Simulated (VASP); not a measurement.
Write the native input for VASP 6.6.1 that does the following.

```
Task                   : single point
Functional             : PBE
Dispersion             : D3(BJ)
Potentials or basis    : VASP PAW PBE potentials, release 64 (Se, In_d)
Cutoff                 : 520 eV
k mesh                 : 9 × 9 × 1
Occupations            : gaussian, width 0.05 eV
Spin                   : no spin polarisation
Dipole correction      : yes
Further INCAR settings : ALGO = Normal; EDIFF = 1e-07; NBANDS = 48
```

The structure of InSe lies in POSCAR:

```
InSe
1.0
    4.0266103640      0.0000000000      0.0000000000
   -2.0133051820      3.4871468663      0.0000000000
    0.0000000000      0.0000000000     28.2707108021
Se In
4 4
Direct
    0.0000000000      0.0000000000      0.1591753399
    0.0000000000      0.0000000000      0.3496677346
    0.4444444444      0.8888888889      0.4808989592
    0.4444444444      0.8888888889      0.6713913539
    0.6666666667      0.3333333333      0.2049979895
    0.6666666667      0.3333333333      0.3038451603
    1.1111111111      1.2222222222      0.5267216088
    1.1111111111      1.2222222222      0.6255687796
```

This cell differs from its parent crystal: layers slid over each other.

The input as run:

INCAR

```
SYSTEM = InSe
PREC     = Accurate       ! precision mode
ENCUT    = 520            ! plane-wave cutoff, eV
EDIFF    = 1E-7           ! SCF threshold, eV
ISMEAR   = 0              ! smearing method
SIGMA    = 0.05           ! smearing width, eV
LREAL    = .FALSE.        ! projectors in reciprocal space
LASPH    = .TRUE.         ! aspherical terms in the spheres
NELM     = 100            ! most SCF steps
ALGO     = Normal         ! electronic algorithm
ISIF     = 2              ! what is computed and relaxed
LWAVE    = .FALSE.        ! write WAVECAR
LCHARG   = .FALSE.        ! write CHGCAR
LDIPOL   = .TRUE.       
IDIPOL   = 3            
DIPOL    = 0.5 0.5 0.415
GGA      = PE             ! functional
IVDW     = 12             ! dispersion correction
NBANDS   = 48             ! bands
```

KPOINTS

```
regular mesh
0
G
  9 9 1
  0 0 0
```

Potentials or basis: VASP PAW PBE potentials, release 64 (Se, In_d).

Command:

```sh
$ cat potpaw_PBE.64/Se/POTCAR potpaw_PBE.64/In_d/POTCAR > POTCAR
$ mpirun -np 1 vasp_std > vasp.out
```

Results of the run:

The largest force is 0.081 eV/Å, the band gap on the k mesh is 1.27 eV (least direct gap 1.31 eV) and the dispersion energy per atom is -0.246 eV.

Caveat: the cell differs from its parent crystal (layers slid over each other); spin-orbit coupling is left out, which moves the levels of the heavy elements.

It took 10 min on 1 thread of Intel(R) Xeon(R) 6975P-C (Granite Rapids) (shared host), peak memory 0.64 GiB.
